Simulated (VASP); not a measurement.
# MoS2 (R3m) in VASP: single point with PBE+U

Aim: the single point of MoS2 with PBE+U.

Everything below comes from runs of VASP 6.6.1. Logs are shortened: lines on timing, memory, paths and dates and some standing lists are left out, and cuts for length are marked.

### 1 The cell of the first run

The structure is trigonal, space group R3m (No. 160). Conventional cell: a = 3.163 Å, b = 3.163 Å, c = 18.370 Å, α = 90.00°, β = 90.00°, γ = 120.00°. Within 3.2 Å of Mo (site symmetry 3m) lie 6 S at 2.36 Å and 6 Mo at 3.16 Å. S (site symmetry 3m) has 3 Mo at 2.36 Å and 7 S at 3.00 to 3.16 Å within 3.2 Å. Within 3.2 Å of S (site symmetry 3m) lie 3 Mo at 2.36 Å and 7 S at 3.00 to 3.16 Å.

### 2 Single point, PBE+U, collinear spin

INCAR reads:

```
ALGO = Normal
EDIFF = 1E-6
ENCUT = 520
GGA = PE
ISIF = 2
ISMEAR = 0
ISPIN = 2
KPAR = 4
LASPH = T
LCHARG = T
LDAU = T
LDAUJ = 0 0
LDAUL = 2 -1
LDAUPRINT = 1
LDAUTYPE = 2
LDAUU = 6 0
LMAXMIX = 4
LORBIT = 11
LREAL = F
LVHAR = T
LWAVE = F
MAGMOM = 2 2 0 0 0 0
NBANDS = 39
NELM = 150
PREC = Accurate
SIGMA = 0.05
```

KPOINTS reads:

```
k-points
0
Gamma
  7 7 7
```

POSCAR reads:

```
MoS2
1.0
    1.5814998900      0.9130793900      6.1233282100
   -1.5814998900     -0.9130793900     12.2466564200
    0.0000000000     -3.6523175600     12.2466564200
Mo S
2 4
Direct
    0.0000000000      0.0000000000      0.0000000000
    0.0000000000      0.0000000000      0.5000000000
    0.7484000000      0.7484000000      0.0000000000
    0.5849000000      0.5849000000      0.0000000000
    0.7484000000      0.7484000000      0.5000000000
    0.5849000000      0.5849000000      0.5000000000
```

Potentials or basis: VASP PAW PBE potentials, release 64 (Mo_sv, S).

Run with:

```
$ cat potpaw_PBE.64/Mo_sv/POTCAR potpaw_PBE.64/S/POTCAR > POTCAR
$ mpirun -np 4 vasp_std > vasp.out
```

OUTCAR:

```text
EDIFF = 1E-6
   ENCUT = 520
   GGA = PE
   ISIF = 2
   ISMEAR = 0
   ISPIN = 2
   LASPH = T
   LORBIT = 11
   LREAL = F
   NELM = 150
   PREC = Accurate

 ion  position               nearest neighbor table
   1  0.000  0.000  0.000-   5 2.36   3 2.36   5 2.36   6 2.36   4 2.36   6 2.36   2 3.16   2 3.16
                             2 3.16   2 3.16
   2  0.000  0.000  0.500-   3 2.36   5 2.36   3 2.36   4 2.36   6 2.36   4 2.36   1 3.16   1 3.16
                             1 3.16   1 3.16
   3  0.748  0.748  0.000-   2 2.36   1 2.36   2 2.36
   4  0.585  0.585  0.000-   2 2.36   1 2.36   2 2.36
   5  0.748  0.748  0.500-   1 2.36   2 2.36   1 2.36
   6  0.585  0.585  0.500-   1 2.36   2 2.36   1 2.36

  LATTYP: Found a simple monoclinic cell.
 ALAT       =     5.4784763275
 B/A-ratio  =     0.5773502701
 C/A-ratio  =     1.1663527646
 COS(beta)  =    -0.2857911804

  Lattice vectors:

 A1 = (  -4.7444996700,  -2.7392381700,   0.0000000000)
 A2 = (   1.5814998900,  -2.7392381700,   0.0000000000)
 A3 = (   1.5814998900,   0.9130793900,   6.1233282100)

Analysis of symmetry for initial positions (statically):
=====================================================================
 Subroutine PRICEL returns following result:

  LATTYP: Found a trigonal (rhomboedric) cell.
 ALAT       =     6.3898360106
 COS(alpha) =     0.8774851020
[... 12 lines left out ...]
 Subroutine GETGRP returns: Found  2 space group operations
 (whereof  2 operations were pure point group operations)
 out of a pool of  4 trial point group operations.

The static configuration has the point symmetry C_1h.

Analysis of symmetry for dynamics (positions and initial velocities):
=====================================================================
 Subroutine PRICEL returns following result:

  LATTYP: Found a trigonal (rhomboedric) cell.
 ALAT       =     6.3898360106
 COS(alpha) =     0.8774851020
[... 12 lines left out ...]
 Subroutine GETGRP returns: Found  2 space group operations
 (whereof  2 operations were pure point group operations)
 out of a pool of  4 trial point group operations.

The dynamic configuration has the point symmetry C_1h.

Analysis of structural, dynamic, and magnetic symmetry:
=====================================================================
 Subroutine PRICEL returns following result:

  LATTYP: Found a trigonal (rhomboedric) cell.
 ALAT       =     6.3898360106
 COS(alpha) =     0.8774851020
[... 12 lines left out ...]
 Subroutine GETGRP returns: Found  2 space group operations
 (whereof  2 operations were pure point group operations)
 out of a pool of  4 trial point group operations.

The overall configuration has the point symmetry C_1h.

 Subroutine INISYM returns: Found  2 space group operations
 (whereof  2 operations are pure point group operations),
 and found     2 'primitive' translations

----------------------------------------------------------------------------------------

                                     Primitive cell

  volume of cell :      53.0538

  direct lattice vectors                    reciprocal lattice vectors
     1.581499890  0.913079390  6.123328210     0.316155571  0.182532503  0.054436627
    -1.581499890  0.913079390  6.123328210    -0.316155571  0.182532503  0.054436627
[... 154 lines left out ...]
  o =  0.3830  v =  0.0000  0.0000  0.0000  0.0000  0.0000 -0.0423 -0.8629  0.0000  0.4982  0.0733      0.0000  0.0000  0.0000  0.0000  0.0000  0.0000  0.0000  0.0000  0.0000  0.0000
  o =  0.3832  v = -0.0795  0.4979  0.0004  0.8624 -0.0459  0.0000  0.0000  0.0000  0.0000  0.0000      0.0000  0.0000  0.0000  0.0000  0.0000  0.0000  0.0000  0.0000  0.0000  0.0000
  o =  0.3832  v =  0.0000  0.0000  0.0000  0.0000  0.0000 -0.0795  0.4979  0.0004  0.8624 -0.0459      0.0000  0.0000  0.0000  0.0000  0.0000  0.0000  0.0000  0.0000  0.0000  0.0000
  o =  0.3873  v =  0.8624  0.0459 -0.0056  0.0795  0.4979  0.0000  0.0000  0.0000  0.0000  0.0000      0.0000  0.0000  0.0000  0.0000  0.0000  0.0000  0.0000  0.0000  0.0000  0.0000
  o =  0.3873  v =  0.0000  0.0000  0.0000  0.0000  0.0000  0.8624  0.0459 -0.0056  0.0795  0.4979      0.0000  0.0000  0.0000  0.0000  0.0000  0.0000  0.0000  0.0000  0.0000  0.0000
  o =  0.3875  v = -0.4982  0.0733 -0.0000 -0.0423  0.8629  0.0000  0.0000  0.0000  0.0000  0.0000      0.0000  0.0000  0.0000  0.0000  0.0000  0.0000  0.0000  0.0000  0.0000  0.0000
  o =  0.3875  v =  0.0000  0.0000  0.0000  0.0000  0.0000 -0.4982  0.0733 -0.0000 -0.0423  0.8629      0.0000  0.0000  0.0000  0.0000  0.0000  0.0000  0.0000  0.0000  0.0000  0.0000
  o =  0.4351  v = -0.0049 -0.0001 -1.0000 -0.0001 -0.0028  0.0000  0.0000  0.0000  0.0000  0.0000      0.0000  0.0000  0.0000  0.0000  0.0000  0.0000  0.0000  0.0000  0.0000  0.0000
  o =  0.4351  v =  0.0000  0.0000  0.0000  0.0000  0.0000 -0.0049 -0.0001 -1.0000 -0.0001 -0.0028      0.0000  0.0000  0.0000  0.0000  0.0000  0.0000  0.0000  0.0000  0.0000  0.0000

atom =   2  type =  1  l = 2

 onsite density matrix

spin component  1

  0.3873 -0.0000  0.0002  0.0004 -0.0001
 -0.0000  0.3831  0.0000  0.0001  0.0004
  0.0002  0.0000  0.4351  0.0000  0.0001
  0.0004  0.0001  0.0000  0.3832 -0.0000
 -0.0001  0.0004  0.0001 -0.0000  0.3874

spin component  2

  0.3873 -0.0000  0.0002  0.0004 -0.0001
 -0.0000  0.3831  0.0000  0.0001  0.0004
  0.0002  0.0000  0.4351  0.0000  0.0001
  0.0004  0.0001  0.0000  0.3832 -0.0000
 -0.0001  0.0004  0.0001 -0.0000  0.3874

 occupancies and eigenvectors

  o =  0.3830  v = -0.0423 -0.8629  0.0000  0.4982  0.0733  0.0000  0.0000  0.0000  0.0000  0.0000      0.0000  0.0000  0.0000  0.0000  0.0000  0.0000  0.0000  0.0000  0.0000  0.0000
  o =  0.3830  v =  0.0000  0.0000  0.0000  0.0000  0.0000 -0.0423 -0.8629  0.0000  0.4982  0.0733      0.0000  0.0000  0.0000  0.0000  0.0000  0.0000  0.0000  0.0000  0.0000  0.0000
  o =  0.3832  v = -0.0795  0.4979  0.0004  0.8624 -0.0459  0.0000  0.0000  0.0000  0.0000  0.0000      0.0000  0.0000  0.0000  0.0000  0.0000  0.0000  0.0000  0.0000  0.0000  0.0000
  o =  0.3832  v =  0.0000  0.0000  0.0000  0.0000  0.0000 -0.0795  0.4979  0.0004  0.8624 -0.0459      0.0000  0.0000  0.0000  0.0000  0.0000  0.0000  0.0000  0.0000  0.0000  0.0000
  o =  0.3873  v =  0.8624  0.0459 -0.0056  0.0795  0.4979  0.0000  0.0000  0.0000  0.0000  0.0000      0.0000  0.0000  0.0000  0.0000  0.0000  0.0000  0.0000  0.0000  0.0000  0.0000
  o =  0.3873  v =  0.0000  0.0000  0.0000  0.0000  0.0000  0.8624  0.0459 -0.0056  0.0795  0.4979      0.0000  0.0000  0.0000  0.0000  0.0000  0.0000  0.0000  0.0000  0.0000  0.0000
  o =  0.3875  v = -0.4982  0.0733 -0.0000 -0.0423  0.8629  0.0000  0.0000  0.0000  0.0000  0.0000      0.0000  0.0000  0.0000  0.0000  0.0000  0.0000  0.0000  0.0000  0.0000  0.0000
  o =  0.3875  v =  0.0000  0.0000  0.0000  0.0000  0.0000 -0.4982  0.0733 -0.0000 -0.0423  0.8629      0.0000  0.0000  0.0000  0.0000  0.0000  0.0000  0.0000  0.0000  0.0000  0.0000
  o =  0.4351  v = -0.0049 -0.0001 -1.0000 -0.0001 -0.0028  0.0000  0.0000  0.0000  0.0000  0.0000      0.0000  0.0000  0.0000  0.0000  0.0000  0.0000  0.0000  0.0000  0.0000  0.0000
  o =  0.4351  v =  0.0000  0.0000  0.0000  0.0000  0.0000 -0.0049 -0.0001 -1.0000 -0.0001 -0.0028      0.0000  0.0000  0.0000  0.0000  0.0000  0.0000  0.0000  0.0000  0.0000  0.0000

 number of electron      52.0000002 magnetization      -0.0000487

 Free energy of the ion-electron system (eV)
  ---------------------------------------------------
  ext. energy  EPLUGINS =         0.00000000
  ---------------------------------------------------
  free energy    TOTEN  =       -29.03134643 eV

  energy without entropy =      -29.03134643  energy(sigma->0) =      -29.03134643

 E-fermi :   8.2813     XC(G=0): -10.8014

 val. band max:        7.8606393588   @ k =  -0.4286   0.1429   0.1429
 cond. band min:       8.5834206837   @ k =   0.4286  -0.1429   0.1429
 fundamental gap:      0.7227813249
 Fermi energy:         8.2813144218

 spin component 1

 k-point     1 :       0.0000    0.0000    0.0000
  band No.  band energies     occupation
      1     -54.3253      1.00000
      2     -54.2838      1.00000
      3     -28.6903      1.00000
      4     -28.4407      1.00000
      5     -28.3782      1.00000
      6     -28.3581      1.00000
[... 1961 lines left out ...]
     37      15.6007      0.00000
     38      15.9540      0.00000

 [... further k-points ...]

 [bands above 38 left out]

------------------------ aborting loop because EDIFF is reached ----------------------------------------

  FORCE on cell =-STRESS in cart. coord.  units (eV):
  Direction    XX          YY          ZZ          XY          YZ          ZX
  --------------------------------------------------------------------------------------
  -------------------------------------------------------------------------------------
  Total        7.0660158      7.0586705     11.8004023      0.0063612      0.0001371      0.0002375
  in kB      106.6936797    106.5827704    178.1808000      0.0960509      0.0020702      0.0035864
  external PRESSURE =     130.4857500 kB  Pullay stress =       0.0000000 kB

 VOLUME and BASIS-vectors are now :
 -----------------------------------------------------------------------------
  energy-cutoff  :      520.00
  volume of cell :      106.11
      direct lattice vectors                 reciprocal lattice vectors
     1.581499890  0.913079390  6.123328210     0.316155571  0.182532503  0.054436627
    -1.581499890 -0.913079390 12.246656420    -0.316155571  0.182532503  0.054436627
     0.000000000 -3.652317560 12.246656420     0.158077785 -0.273798755  0.000000000

 POSITION                                       TOTAL-FORCE (eV/Angst)
 -----------------------------------------------------------------------------------
      0.00000      0.00000      0.00000        -0.000188     -0.000109     -0.001218
      0.00000     -1.82616      6.12333        -0.000188     -0.000109     -0.001218
      0.00000      0.00000     13.74810         0.000003      0.000002      1.715148
      0.00000      0.00000     10.74460         0.000185      0.000107     -1.713930
      0.00000     -1.82616     19.87142         0.000003      0.000002      1.715148
      0.00000     -1.82616     16.86793         0.000185      0.000107     -1.713930
 -----------------------------------------------------------------------------------
    total drift:                               -0.000024     -0.000013     -0.000038

  FREE ENERGIE OF THE ION-ELECTRON SYSTEM (eV)
  ---------------------------------------------------
  free  energy   TOTEN  =       -29.0313464349 eV

  energy  without entropy=      -29.0313464349  energy(sigma->0) =      -29.03134643

 total charge

# of ion       s       p       d       tot
------------------------------------------
    1        2.316   6.251   3.896  12.464
    2        2.316   6.251   3.896  12.464
    3        1.363   2.386   0.000   3.750
    4        1.363   2.386   0.000   3.750
    5        1.363   2.386   0.000   3.750
    6        1.363   2.386   0.000   3.750
--------------------------------------------------
tot         10.085  22.048   7.792  39.926

 magnetization (x)

# of ion       s       p       d       tot
------------------------------------------
    1       -0.000  -0.000  -0.000  -0.000
    2       -0.000  -0.000  -0.000  -0.000
    3        0.000   0.000   0.000   0.000
    4       -0.000   0.000   0.000   0.000
    5        0.000   0.000   0.000   0.000
    6       -0.000   0.000   0.000   0.000
--------------------------------------------------
tot         -0.000   0.000  -0.000  -0.000
```

It took 44 min on 4 MPI ranks of AMD EPYC 7R43 (Zen 3), shared host; peak memory 1.5 GiB.

What came out:

| Item | Value |
| --- | --- |
| Free energy | -29.0313 eV |
| Pressure | 13.0 GPa |
| Largest force | 1.715 eV/Å |
| Band gap on the k mesh | 0.72 eV |
| Net moment | 0.00 μB per cell |
| Valence electrons inside the program's atomic spheres | Mo 12.46; S 3.75 |

Forces on the atoms (eV/Å):
```
Mo   0.000  0.000 -0.001
Mo   0.000  0.000 -0.001
S    0.000  0.000  1.715
S    0.000  0.000 -1.714
S    0.000  0.000  1.715
S    0.000  0.000 -1.714
```

Stress tensor (GPa, compression positive):
```
10.67  0.01  0.00
 0.01 10.66  0.00
 0.00  0.00 17.82
```

Eigenvalues of the final occupation matrices:
```tsv
site	spin	trace	eigenvalues
site 1 d	1	1.98	0.38 0.38 0.39 0.39 0.44
site 1 d	2	1.98	0.38 0.38 0.39 0.39 0.44
site 2 d	1	1.98	0.38 0.38 0.39 0.39 0.44
site 2 d	2	1.98	0.38 0.38 0.39 0.39 0.44
```

Caveat: the stress differs along the axes, from 11 to 18 GPa; forces of over 1 eV/Å act on the atoms, so gaps and moduli don't describe the material at rest. A k mesh can miss the band edges.
